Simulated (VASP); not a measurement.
**LiCl: single point with PBE**

LiCl:

```xyz
2
Lattice="0.0000 2.5128 2.5128 2.5128 0.0000 2.5128 2.5128 2.5128 0.0000" Properties=species:S:1:pos:R:3 pbc="T T T"
Li    0.0000    0.0000    0.0000
Cl    2.5128    2.5128    2.5128
```

This cell differs from its parent crystal: volume scaled by 0.9405.

| Quantity | Value |
| --- | --- |
| Program | VASP 6.6.1 |
| Task | single point |
| Functional | PBE |
| Potentials or basis | VASP PAW PBE potentials, release 64 (Li_sv, Cl) |
| Cutoff | 520 eV |
| k mesh | 9 × 9 × 9 |
| Occupations | fermi-dirac, width 0.03 eV |
| Spin | no spin polarisation |
| Dipole correction | no |
| Further INCAR settings | ALGO = Normal; EDIFF = 1e-07; NBANDS = 12 |

```json
{"Band gap on the k mesh": "6.71 eV, direct"}
```

Levels at points of the mesh, in eV from the valence-band top:
| k point | band 2 | band 3 | band 4 | band 5 | band 6 | band 7 | band 8 | band 9 |
| --- | --- | --- | --- | --- | --- | --- | --- | --- |
| (0.00, 0.00, 0.00) | -13.62 | 0.00 | 0.00 | 0.00 | 6.71 | 11.98 | 11.98 | 11.98 |

Run time: 12 s on 1 thread of AMD EPYC 7R13 Processor (Zen 3), on a shared host, peak memory 0.12 GiB.

 A k mesh can miss the band edges.
